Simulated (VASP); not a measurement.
Here is a VASP 6.6.1 calculation.

The input INCAR:

```
ALGO     = Normal         # electronic algorithm
EDIFF    = 1E-6           # SCF threshold, eV
ENCUT    = 520            # plane-wave cutoff, eV
GGA      = PE             # functional
ISIF     = 2              # what is computed and relaxed
ISMEAR   = 0              # smearing method
LASPH    = T              # aspherical terms in the spheres
LCHARG   = F              # write CHGCAR
LREAL    = Auto         
LWAVE    = F              # write WAVECAR
NBANDS   = 58             # bands
NELM     = 80             # most SCF steps
PREC     = Accurate       # precision mode
SIGMA    = 0.05           # smearing width, eV
```

The input KPOINTS:

```
k-points
0
Gamma
  1 1 6
```

File POSCAR:

```
GaH3N
1.0
   14.8000000000      0.0000000000      0.0000000000
    0.0000000000     14.3000000000      0.0000000000
    0.0000000000      0.0000000000      5.3491177415
Ga N H
4 4 12
Direct
    0.5000000000      0.4934536657      1.0208374308
    0.3883514044      0.4267124478      0.4835237983
    0.6116485956      0.4267124478      0.4835237983
    0.5000000000      0.6268698290      0.4835204898
    0.5000000000      0.4934264782      0.3798449331
    0.3949112823      0.4306631594      0.8682679531
    0.6050887177      0.4306631594      0.8682679531
    0.5000000000      0.6190328376      0.8682706165
    0.3950054877      0.3197616513      0.4144595920
    0.3021811203      0.4861160156      0.4143483700
    0.6049945123      0.3197616513      0.4144595920
    0.6978188797      0.4861160156      0.4143483700
    0.4071850257      0.6743580747      0.4143782380
    0.5928149743      0.6743580747      0.4143782380
    0.3915760981      0.3633425354      0.9335127299
    0.3369165874      0.4613651933      0.9334385278
    0.6084239019      0.3633425354      0.9335127299
    0.6630834126      0.4613651933      0.9334385278
    0.4453241472      0.6556793522      0.9334536283
    0.5546758528      0.6556793522      0.9334536283
```

Potentials or basis: VASP PAW PBE potentials, release 64 (Ga_d, N, H).

The run is started by

```bash
$ cat potpaw_PBE.64/Ga_d/POTCAR potpaw_PBE.64/N/POTCAR potpaw_PBE.64/H/POTCAR > POTCAR
$ mpirun -np 1 vasp_std > vasp.out
```

(1) Estimate the largest force.

(2) What does it give for the band gap on the k mesh?

## Answers

(1) 0.035 eV/Å.

(2) 4.61 eV, indirect (least direct gap 4.81 eV).
